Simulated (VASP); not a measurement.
Wanted: the native input for a VASP 6.6.1 run.

- Task: single point
- Functional: PBEsol
- Potentials or basis: VASP PAW PBE potentials, release 64 (Ti_sv, Al)
- Cutoff: 500 eV
- k mesh: 24 × 24 × 14
- Occupations: gaussian, width 0.15 eV
- Spin: no spin polarisation
- Dipole correction: no
- Further INCAR settings: ALGO = Normal; EDIFF = 1e-06; NBANDS = 14

The structure of TiAl lies in POSCAR:

```
TiAl
1.0
    2.8478212843      0.0000000000      0.0000000000
   -1.4239106421      2.4662855776      0.0000000000
    0.0000000000      0.0000000000      4.6892439119
Ti Al
1 1
Direct
    0.0000000000      0.0000000000      0.0000000000
    0.3333333333      0.6666666667      0.5000000000
```

This cell differs from its parent crystal: strain +0.0150 x Voigt [0, 0, 1, 0, 0, 0].

One way to write it, as run:

INCAR

```
SYSTEM = TiAl
PREC = Accurate
ENCUT = 500
EDIFF = 1E-6
ISMEAR = 0
SIGMA = 0.15
LREAL = .False.
LASPH = .True.
NELM = 120
ALGO = Normal
ISIF = 2
LWAVE = .False.
LCHARG = .False.
GGA = PS
NBANDS = 14
GGA_COMPAT = .False.
```

KPOINTS

```
regular mesh
0
Gamma
  24 24 14
  0 0 0
```

Potentials or basis: VASP PAW PBE potentials, release 64 (Ti_sv, Al).

Launch:

```sh
$ cat potpaw_PBE.64/Ti_sv/POTCAR potpaw_PBE.64/Al/POTCAR > POTCAR
$ mpirun -np 1 vasp_std > vasp.out
```

It gave:

```
Pressure : -1.8 GPa
```

Caveat: the cell differs from its parent crystal (strain +0.0150 x Voigt [0, 0, 1, 0, 0, 0]); the PAW data sets were made with another functional, which shifts forces and pressure a little.

Wall time 64 s on 1 thread of Intel(R) Xeon(R) 6975P-C (Granite Rapids), on a shared host, peak memory 0.33 GiB.
